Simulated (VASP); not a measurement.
# Y (Immm) in VASP: notebook, part 2 of 2

VASP 6.6.1.

## Step 3: Single point, r2SCAN (strain +0.0300 x Voigt [0, 0, 0, 1, 0, 0])

The input, POSCAR:

```
Y
1.0
    0.0000000000      2.5222750000      2.5222750000
    2.4850000000      0.0372750000      2.4850000000
    2.4850000000      2.4850000000      0.0372750000
Y
1
Direct
    0.0000000000      0.0000000000      0.0000000000
```

The input, INCAR.step1:

```
SYSTEM = Y
PREC     = Accurate       ! precision mode
ENCUT    = 520            ! plane-wave cutoff, eV
ISMEAR   = 0              ! smearing method
SIGMA    = 0.15           ! smearing width, eV
LREAL    = .FALSE.        ! projectors in reciprocal space
LASPH    = .TRUE.         ! aspherical terms in the spheres
NELM     = 100            ! most SCF steps
NBANDS   = 12             ! bands
GGA      = PE             ! functional
ALGO     = Normal         ! electronic algorithm
EDIFF    = 1E-4           ! SCF threshold, eV
LWAVE    = .TRUE.         ! write WAVECAR
LCHARG   = .FALSE.        ! write CHGCAR
```

The input, INCAR.step2:

```
SYSTEM = Y
PREC     = Accurate       ! precision mode
ENCUT    = 520            ! plane-wave cutoff, eV
EDIFF    = 1E-6           ! SCF threshold, eV
ISMEAR   = 0              ! smearing method
SIGMA    = 0.15           ! smearing width, eV
LREAL    = .FALSE.        ! projectors in reciprocal space
LASPH    = .TRUE.         ! aspherical terms in the spheres
NELM     = 100            ! most SCF steps
ALGO     = Normal         ! electronic algorithm
ISIF     = 2              ! what is computed and relaxed
LWAVE    = .FALSE.        ! write WAVECAR
LCHARG   = .FALSE.        ! write CHGCAR
METAGGA  = R2SCAN         ! meta-GGA
LMIXTAU  = .TRUE.       
NBANDS   = 12             ! bands
ISTART   = 1
```

The input, KPOINTS:

```
regular mesh
0
G
  16 16 16
  0 0 0
```

Potentials or basis: VASP PAW PBE potentials, release 64 (Y_sv).

Command:

```
$ cat potpaw_PBE.64/Y_sv/POTCAR > POTCAR
$ cp INCAR.step1 INCAR
$ mpirun -np 1 vasp_std > vasp.out
$ cp INCAR.step2 INCAR
$ mpirun -np 1 vasp_std > vasp.out
```

OUTCAR:

```text
SYSTEM = Y
   PREC = Accurate
   ENCUT = 520
   EDIFF = 1E-6
   ISMEAR = 0
   LREAL = .FALSE.
   LASPH = .TRUE.
   NELM = 100
   ISIF = 2
   METAGGA = R2SCAN
   ISTART = 1

 ion  position               nearest neighbor table
   1  0.000  0.000  0.000-

  LATTYP: Found a body centered orthorhombic cell.
 ALAT       =     3.4616058920
 B/A-ratio  =     1.0304568528
 C/A-ratio  =     1.4357498095

  Lattice vectors:

[... 530 lines left out ...]
      1     -40.5733      2.00000
      2     -19.7422      2.00000
      3     -19.6138      2.00000
      4     -19.5891      2.00000
      5      -0.9881      2.00000
      6       4.7971      0.00000
      7       5.7033      0.00000
      8       5.9486      0.00000
      9       7.3287      0.00000
     10       7.8597      0.00000
     11      14.2590      0.00000
     12      14.9509      0.00000

 [... further k-points ...]
[... 5 lines left out ...]
  --------------------------------------------------------------------------------------
  -------------------------------------------------------------------------------------
  Total        0.6568157      0.6608134      0.6608134     -0.0000000     -0.1898831      0.0000000
  in kB       34.2959374     34.5046757     34.5046757     -0.0000000     -9.9148355      0.0000000
  external PRESSURE =      34.4350963 kB  Pullay stress =       0.0000000 kB

 VOLUME and BASIS-vectors are now :
 -----------------------------------------------------------------------------
  energy-cutoff  :      520.00
  volume of cell :       30.68
      direct lattice vectors                 reciprocal lattice vectors
     0.000000000  2.522275000  2.522275000    -0.201207243  0.198233737  0.198233737
     2.485000000  0.037275000  2.485000000     0.201207243 -0.204271313  0.204271313
     2.485000000  2.485000000  0.037275000     0.201207243  0.204271313 -0.204271313

 POSITION                                       TOTAL-FORCE (eV/Angst)
 -----------------------------------------------------------------------------------
      0.00000      0.00000      0.00000         0.000000      0.000000     -0.000000
 -----------------------------------------------------------------------------------
    total drift:                               -0.000000     -0.000000     -0.000000

  FREE ENERGIE OF THE ION-ELECTRON SYSTEM (eV)
  ---------------------------------------------------
  free  energy   TOTEN  =       -20.2023727781 eV

  energy  without entropy=      -20.1860083226  energy(sigma->0) =      -20.19419055
```

Run time: 9.2 min. Hardware: 1 thread of AMD EPYC 9R45 (Zen 5), shared host; peak memory 0.36 GiB.

Results:

```yaml
Free_energy: -20.2024 eV
Pressure: 3.4 GPa
Band_gap_on_the_k_mesh: zero (an odd number of electrons rules out a gap without spin polarisation)
```

Caveat: the cell differs from its parent crystal (strain +0.0300 x Voigt [0, 0, 0, 1, 0, 0]); the cell stands under pressure; the PAW data sets were made with another functional, which shifts forces and pressure a little.

## Step 4: Single point, r2SCAN (strain -0.0200 x Voigt [0, 0, 0, 1, 0, 0])

The input, POSCAR:

```
Y
1.0
    0.0000000000      2.4601500000      2.4601500000
    2.4850000000     -0.0248500000      2.4850000000
    2.4850000000      2.4850000000     -0.0248500000
Y
1
Direct
    0.0000000000      0.0000000000      0.0000000000
```

The input, INCAR.step1:

```
SYSTEM = Y
  ALGO = Normal
  EDIFF = 1E-4
  ENCUT = 520
  GGA = PE
  ISMEAR = 0
  LASPH = .True.
  LCHARG = .False.
  LREAL = .False.
  LWAVE = .True.
  NBANDS = 12
  NELM = 60
  PREC = Accurate
  SIGMA = 0.15
```

The input, INCAR.step2:

```
SYSTEM = Y
  ALGO = Normal
  EDIFF = 1E-6
  ENCUT = 520
  ISIF = 2
  ISMEAR = 0
  ISTART = 1
  LASPH = .True.
  LCHARG = .False.
  LMIXTAU = .True.
  LREAL = .False.
  LWAVE = .False.
  METAGGA = R2SCAN
  NBANDS = 12
  NELM = 60
  PREC = Accurate
  SIGMA = 0.15
```

The input, KPOINTS:

```
k-points
0
Gamma
  16 16 16
  0 0 0
```

Potentials or basis: VASP PAW PBE potentials, release 64 (Y_sv).

Command:

```
$ cat potpaw_PBE.64/Y_sv/POTCAR > POTCAR
$ cp INCAR.step1 INCAR
$ mpirun -np 1 vasp_std > vasp.out
$ cp INCAR.step2 INCAR
$ mpirun -np 1 vasp_std > vasp.out
```

OUTCAR:

```text
SYSTEM = Y
   EDIFF = 1E-6
   ENCUT = 520
   ISIF = 2
   ISMEAR = 0
   ISTART = 1
   LASPH = .True.
   LREAL = .False.
   METAGGA = R2SCAN
   NELM = 60
   PREC = Accurate

 ion  position               nearest neighbor table
   1  0.000  0.000  0.000-

  LATTYP: Found a body centered orthorhombic cell.
 ALAT       =     3.4791774955
 B/A-ratio  =     1.0202020202
 C/A-ratio  =     1.4284985479

  Lattice vectors:

 A1 = (  -2.4850000000,   0.0248500000,  -2.4850000000)
 A2 = (  -2.4850000000,  -0.0248500000,   2.4850000000)
 A3 = (   2.4850000000,   2.4850000000,  -0.0248500000)

Analysis of symmetry for initial positions (statically):
=====================================================================
 Subroutine PRICEL returns:
 Original cell was already a primitive cell.

 Routine SETGRP: Setting up the symmetry group for a
 body centered orthorhombic supercell.

 Subroutine GETGRP returns: Found  8 space group operations
 (whereof  8 operations were pure point group operations)
 out of a pool of  8 trial point group operations.

The static configuration has the point symmetry D_2h.

Analysis of symmetry for dynamics (positions and initial velocities):
[... 162 lines left out ...]
 fundamental gap:      0.0077308512
 Fermi energy:         3.4388854720

 k-point     1 :       0.0000    0.0000    0.0000
  band No.  band energies     occupation
      1     -40.5929      2.00000
      2     -19.5855      2.00000
      3     -19.5787      2.00000
      4     -19.5712      2.00000
      5      -1.6396      2.00000
      6       5.4313      0.00000
      7       5.5435      0.00000
      8       5.6722      0.00000
      9       7.8452      0.00000
     10       7.8466      0.00000
     11      12.9037      0.00000
     12      16.4555      0.00000
[... 331 lines left out ...]
 k-point    24 :      -0.1250    0.0625    0.0000
  band No.  band energies     occupation
      1     -40.5719      2.00000
      2     -19.7381      2.00000
      3     -19.6225      2.00000
      4     -19.5918      2.00000
      5      -0.9777      2.00000
      6       4.8671      0.00000
      7       5.7059      0.00000
      8       5.8996      0.00000
      9       7.2883      0.00000
     10       7.8169      0.00000
     11      14.2481      0.00000
     12      15.1033      0.00000

 [... further k-points ...]
[... 5 lines left out ...]
  --------------------------------------------------------------------------------------
  -------------------------------------------------------------------------------------
  Total        0.6551012      0.6568671      0.6568671     -0.0000000      0.1264274     -0.0000000
  in kB       34.2021358     34.2943333     34.2943333     -0.0000000      6.6006412     -0.0000000
  external PRESSURE =      34.2636008 kB  Pullay stress =       0.0000000 kB

 VOLUME and BASIS-vectors are now :
 -----------------------------------------------------------------------------
  energy-cutoff  :      520.00
  volume of cell :       30.69
      direct lattice vectors                 reciprocal lattice vectors
     0.000000000  2.460150000  2.460150000    -0.201207243  0.203239640  0.203239640
     2.485000000 -0.024850000  2.485000000     0.201207243 -0.199215093  0.199215093
     2.485000000  2.485000000 -0.024850000     0.201207243  0.199215093 -0.199215093

 POSITION                                       TOTAL-FORCE (eV/Angst)
 -----------------------------------------------------------------------------------
      0.00000      0.00000      0.00000         0.000000     -0.000000      0.000000
 -----------------------------------------------------------------------------------
    total drift:                               -0.000000     -0.000000     -0.000000

  FREE ENERGIE OF THE ION-ELECTRON SYSTEM (eV)
  ---------------------------------------------------
  free  energy   TOTEN  =       -20.2040380759 eV

  energy  without entropy=      -20.1876881361  energy(sigma->0) =      -20.19586311
```

Run time: 9.3 min. Hardware: 1 thread of AMD EPYC 9R45 (Zen 5), shared host; peak memory 0.37 GiB.

Results:

| Quantity | Value |
| --- | --- |
| Free energy | -20.2040 eV |
| Pressure | 3.4 GPa |
| Band gap on the k mesh | zero (an odd number of electrons rules out a gap without spin polarisation) |

Caveat: the cell differs from its parent crystal (strain -0.0200 x Voigt [0, 0, 0, 1, 0, 0]); the cell stands under pressure; the PAW data sets were made with another functional, which shifts forces and pressure a little.

## Step 5: Summary

| cell | gap on the mesh (eV) | pressure (GPa) |
| --- | --- | --- |
| a = 3.444, b = 3.515, c = 3.515 Å, angles 61.3, 60.7, 60.7°, 1 atom | none | 3.5 |
| a = 3.567, b = 3.515, c = 3.515 Å, angles 59.0, 59.5, 59.5°, 1 atom | none | 3.4 |
| a = 3.479, b = 3.514, c = 3.514 Å, angles 60.7, 60.3, 60.3°, 1 atom | none | 3.4 |

Alike in all rows: task single point; level r2SCAN; potentials or basis VASP PAW PBE potentials, release 64 (Y_sv); no spin polarisation; k mesh 16 × 16 × 16; cutoff (eV) 520; smearing gaussian 0.15 eV.

Caveats: the cell stands under pressure; the PAW data sets were made with another functional, which shifts forces and pressure a little.

Total energies depend on the potentials used, so only differences within one code and one set of settings carry meaning.
